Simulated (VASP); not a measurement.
# TiO (P-62m) in VASP: further runs, part 2 of 3

VASP 6.6.1. The steps go on from the part before.

## (3) Single point, PBEsol

INCAR

```
ALGO = Normal
EDIFF = 1E-6
ENCUT = 520
GGA = PS
ISIF = 2
ISMEAR = 1
LASPH = True
LCHARG = False
LREAL = False
LWAVE = False
NBANDS = 36
NELM = 100
PREC = Accurate
SIGMA = 0.05
```

KPOINTS

```
k-points
0
Gamma
  12 12 12
```

POSCAR

```
TiO
1.0
    4.9890877720      0.0000000000      0.0000000000
   -2.4945438860      4.3206767523      0.0000000000
    0.0000000000      0.0000000000      2.8733134400
Ti O
3 3
Direct
    0.6666666667      0.3333333333      0.5000000000
    0.3333333333      0.6666666667      0.5000000000
    0.0000000000      0.0000000000      0.0000000000
    0.6055592400      0.6055592400      0.0000000000
    0.3944407600      0.0000000000      0.0000000000
    0.0000000000      0.3944407600      0.0000000000
```

Potentials or basis: VASP PAW PBE potentials, release 64 (Ti_sv, O).

On the command line:

```bash
$ cat potpaw_PBE.64/Ti_sv/POTCAR potpaw_PBE.64/O/POTCAR > POTCAR
$ mpirun -np 1 vasp_std > vasp.out
```

OUTCAR:

```text
EDIFF = 1E-6
   ENCUT = 520
   GGA = PS
   ISIF = 2
   ISMEAR = 1
   LASPH = True
   LREAL = False
   NELM = 100
   PREC = Accurate

 ion  position               nearest neighbor table
   1  0.667  0.333  0.500-   6 2.10   6 2.10   5 2.10   5 2.10   4 2.10   4 2.10   2 2.88   2 2.88
                             2 2.88
   2  0.333  0.667  0.500-   5 2.10   5 2.10   6 2.10   6 2.10   4 2.10   4 2.10   1 2.88   1 2.88
                             1 2.88
   3  0.000  0.000  0.000-   5 1.97   4 1.97   6 1.97
   4  0.606  0.606  0.000-   3 1.97   2 2.10   2 2.10   1 2.10   1 2.10
   5  0.394  0.000  0.000-   3 1.97   2 2.10   2 2.10   1 2.10   1 2.10
   6  0.000  0.394  0.000-   3 1.97   1 2.10   1 2.10   2 2.10   2 2.10

  LATTYP: Found a hexagonal cell.
 ALAT       =     4.9890877720
 C/A-ratio  =     0.5759196012

  Lattice vectors:

 A1 = (   4.9890877720,   0.0000000000,   0.0000000000)
 A2 = (  -2.4945438860,   4.3206767523,   0.0000000000)
 A3 = (   0.0000000000,   0.0000000000,   2.8733134400)

Analysis of symmetry for initial positions (statically):
=====================================================================
 Subroutine PRICEL returns:
 Original cell was already a primitive cell.

 Routine SETGRP: Setting up the symmetry group for a
 hexagonal supercell.

 Subroutine GETGRP returns: Found 12 space group operations
 (whereof 12 operations were pure point group operations)
 out of a pool of 24 trial point group operations.

The static configuration has the point symmetry D_3h.

Analysis of symmetry for dynamics (positions and initial velocities):
=====================================================================
 Subroutine PRICEL returns:
 Original cell was already a primitive cell.

 Routine SETGRP: Setting up the symmetry group for a
 hexagonal supercell.
[... 132 lines left out ...]
     AMIX     =   0.40;   BMIX     =  1.00
     AMIX_MAG =   1.60;   BMIX_MAG =  1.00
  volume/ion in A,a.u.               =      10.32        69.66
  Fermi-wavevector in a.u.,A,eV,Ry     =   1.563942  2.955423 33.278709  2.445916
  Thomas-Fermi vector in A             =   2.666639
   LORBIT       =      0    0 simple, 1 ext, 2 COOP (PROOUT), +10 PAW based schemes
   GGA     = PS    functional components
   LHFCALC =     F    Hartree Fock is set to
   AEXX    =    0.0000 exact exchange contribution
   IVDW    =     0    specifies the selected vdW correction
   LEPSILON=     F    determine dielectric tensor
   LRPA    =     F    only Hartree local field effects (RPA)
 non-spin polarized calculation
 Methfessel and Paxton  Order N= 1 SIGMA  =   0.05
  energy-cutoff  :      520.00
  volume of cell :       61.94
 maximum number of plane-waves:      1691
 NGX is ok and might be reduce to    40
   NGX = 19   NGY = 19   NGZ = 11

 number of electron      54.0000004 magnetization

 Free energy of the ion-electron system (eV)
  ---------------------------------------------------
  ext. energy  EPLUGINS =         0.00000000
  ---------------------------------------------------
  free energy    TOTEN  =       -56.84686483 eV

  energy without entropy =      -56.84671117  energy(sigma->0) =      -56.84681361

 E-fermi :  10.5793     XC(G=0): -12.6928

 val. band max:       10.5606113648   @ k =   0.1667   0.0833   0.4167
 cond. band min:      10.5958962991   @ k =   0.1667   0.0000   0.1667
 fundamental gap:      0.0352849343
 Fermi energy:        10.5792622909

 k-point     1 :       0.0000    0.0000    0.0000
  band No.  band energies     occupation
      1     -47.5097      2.00000
      2     -47.4283      2.00000
      3     -46.9594      2.00000
      4     -24.0763      2.00000
      5     -24.0763      2.00000
      6     -23.7794      2.00000
[... 925 lines left out ...]
     35      12.4581      0.00000
     36      12.6815      0.00000

 [... further k-points ...]

------------------------ aborting loop because EDIFF is reached ----------------------------------------

  FORCE on cell =-STRESS in cart. coord.  units (eV):
  Direction    XX          YY          ZZ          XY          YZ          ZX
  --------------------------------------------------------------------------------------
  -------------------------------------------------------------------------------------
  Total       -1.6833504     -1.6833504     -2.4794574      0.0000000      0.0000000     -0.0000000
  in kB      -43.5440868    -43.5440868    -64.1373943      0.0000000      0.0000000     -0.0000000
  external PRESSURE =     -50.4085226 kB  Pullay stress =       0.0000000 kB

 VOLUME and BASIS-vectors are now :
 -----------------------------------------------------------------------------
  energy-cutoff  :      520.00
  volume of cell :       61.94
      direct lattice vectors                 reciprocal lattice vectors
     4.989087772  0.000000000  0.000000000     0.200437444  0.115722612  0.000000000
    -2.494543886  4.320676752  0.000000000     0.000000000  0.231445224  0.000000000
     0.000000000  0.000000000  2.873313440     0.000000000  0.000000000  0.348030252

 POSITION                                       TOTAL-FORCE (eV/Angst)
 -----------------------------------------------------------------------------------
      2.49454      1.44023      1.43666        -0.000000      0.000000     -0.000000
     -0.00000      2.88045      1.43666        -0.000000      0.000000     -0.000000
      0.00000      0.00000      0.00000        -0.000000      0.000000     -0.000000
      1.51059      2.61643      0.00000         0.008657      0.014994      0.000000
      1.96790      0.00000      0.00000        -0.017314      0.000000      0.000000
     -0.98395      1.70425      0.00000         0.008657     -0.014994     -0.000000
 -----------------------------------------------------------------------------------
    total drift:                               -0.000001     -0.000002      0.000001

  FREE ENERGIE OF THE ION-ELECTRON SYSTEM (eV)
  ---------------------------------------------------
  free  energy   TOTEN  =       -56.8468648301 eV

  energy  without entropy=      -56.8467111693  energy(sigma->0) =      -56.84681361
```

OSZICAR:

```text
N       E                     dE             d eps       ncg     rms          rms(c)
DAV:   1     0.774626864712E+03    0.77463E+03   -0.26973E+04  9584   0.188E+03
DAV:   2     0.569829031066E+02   -0.71764E+03   -0.69191E+03  9716   0.564E+02
DAV:   3    -0.599412021415E+02   -0.11692E+03   -0.11473E+03 14360   0.206E+02
DAV:   4    -0.671069255361E+02   -0.71657E+01   -0.71349E+01 14192   0.498E+01
DAV:   5    -0.674864688361E+02   -0.37954E+00   -0.37938E+00 13740   0.962E+00    0.276E+01
DAV:   6    -0.572133835478E+02    0.10273E+02   -0.71093E+01 14420   0.691E+01    0.983E+00
DAV:   7    -0.572998187639E+02   -0.86435E-01   -0.13490E+01 14776   0.243E+01    0.845E+00
DAV:   8    -0.568828107442E+02    0.41701E+00   -0.46572E+00 14700   0.112E+01    0.540E+00
DAV:   9    -0.568534562032E+02    0.29355E-01   -0.47008E-01 12332   0.490E+00    0.967E-01
DAV:  10    -0.568447332325E+02    0.87230E-02   -0.11617E-01 14132   0.224E+00    0.755E-01
DAV:  11    -0.568468967043E+02   -0.21635E-02   -0.59990E-03 12332   0.618E-01    0.146E-01
DAV:  12    -0.568468603203E+02    0.36384E-04   -0.15474E-03 13252   0.212E-01    0.533E-02
DAV:  13    -0.568468682024E+02   -0.78820E-05   -0.17190E-04 13816   0.963E-02    0.117E-02
DAV:  14    -0.568468645794E+02    0.36230E-05   -0.12016E-05 12380   0.297E-02    0.109E-02
DAV:  15    -0.568468648301E+02   -0.25072E-06   -0.55142E-06 11580   0.170E-02
   1 F= -.56846865E+02 E0= -.56846814E+02  d E =-.153661E-03
```

stdout:

```text
POSCAR found type information on POSCAR TiO
 POSCAR found :  2 types and       6 ions
 scaLAPACK will be used
 -----------------------------------------------------------------------------
|                                                                             |
|                                                                             |
|     You enforced a specific xc type in the INCAR file but a different       |
|     I HOPE YOU KNOW WHAT YOU ARE DOING!                                     |
|                                                                             |
 -----------------------------------------------------------------------------

 LDA part: xc-table for (Slater+PW92), standard interpolation
 POSCAR, INCAR and KPOINTS ok, starting setup
 FFT: planning ... GRIDC
 FFT: planning ... GRID_SOFT
 FFT: planning ... GRID
 WAVECAR not read
 entering main loop
```

Run time: 2.4 min. Hardware: 1 thread of Intel Xeon 6975P-C (Granite Rapids), shared host; peak memory 0.35 GiB.

Results:

```
Free energy            : -56.8469 eV
Pressure               : -5.0 GPa
Largest force          : 0.017 eV/Å
Band gap on the k mesh : zero (bands 27 and 28 overlap by 1.41 eV)
```

Forces on the atoms (eV/Å):
```
Ti   0.000  0.000  0.000
Ti   0.000  0.000  0.000
Ti   0.000  0.000  0.000
O    0.009  0.015  0.000
O   -0.017  0.000  0.000
O    0.009 -0.015  0.000
```

Stress tensor (GPa, compression positive):
```
-4.35  0.00  0.00
 0.00 -4.35  0.00
 0.00  0.00 -6.41
```

Caveat: the cell stands under tension; the PAW data sets were made with another functional, which shifts forces and pressure a little; semilocal functionals often make such compounds metallic where correlation or magnetic order opens a gap, which also shifts bond lengths.

## (4) Single point, PBEsol

INCAR

```
PREC = Accurate
ENCUT = 520
EDIFF = 1E-6
ISMEAR = -5
SIGMA = 0.1
LREAL = False
LASPH = True
NELM = 60
ALGO = Normal
ISIF = 2
LWAVE = False
LCHARG = True
GGA = PS
LELF = True
LVHAR = True
NBANDS = 36
```

KPOINTS

```
regular mesh
0
Gamma
  12 12 12
```

POSCAR is that of step 3.

On the command line:

```bash
$ cat potpaw_PBE.64/Ti_sv/POTCAR potpaw_PBE.64/O/POTCAR > POTCAR
$ mpirun -np 1 vasp_std > vasp.out
```

Run time: 2.5 min. Hardware: 1 thread of Intel Xeon 6975P-C (Granite Rapids), shared host; peak memory 0.35 GiB.

The run converged. Its results:

* Free energy: -56.8468 eV
* Pressure: -5.0 GPa
* Largest force: 0.013 eV/Å
* Band gap on the k mesh: zero (bands 27 and 28 overlap by 1.41 eV)

Forces in eV/Å, atoms in the order of the input:
```
Ti   0.000  0.000  0.000
Ti   0.000  0.000  0.000
Ti   0.000  0.000  0.000
O    0.006  0.011  0.000
O   -0.013  0.000  0.000
O    0.006 -0.011  0.000
```

Stress tensor (GPa, compression positive):
```
-4.48  0.00  0.00
 0.00 -4.48  0.00
 0.00  0.00 -6.17
```

Levels at points of the mesh, in eV from the Fermi level:
```csv
k point,band 24,band 25,band 26,band 27,band 28,band 29,band 30,band 31
"(0.00, 0.00, 0.00)",-5.54,-3.44,-0.86,-0.85,-0.85,0.26,0.26,0.75
"(0.50, 0.00, 0.00)",-5.25,-2.52,-2.10,-1.81,0.33,0.86,1.07,1.33
"(0.00, 0.00, 0.50)",-5.72,-1.98,-1.98,0.56,0.98,0.98,1.14,1.14
"(0.50, 0.00, 0.50)",-5.40,-2.04,-1.45,-0.56,0.46,0.60,1.55,1.58
```

Caveat: the cell stands under tension; the PAW data sets were made with another functional, which shifts forces and pressure a little; semilocal functionals often make such compounds metallic where correlation or magnetic order opens a gap, which also shifts bond lengths; tetrahedron occupations give inexact forces and stress in metals.

(Part 2 of 3 ends here.)
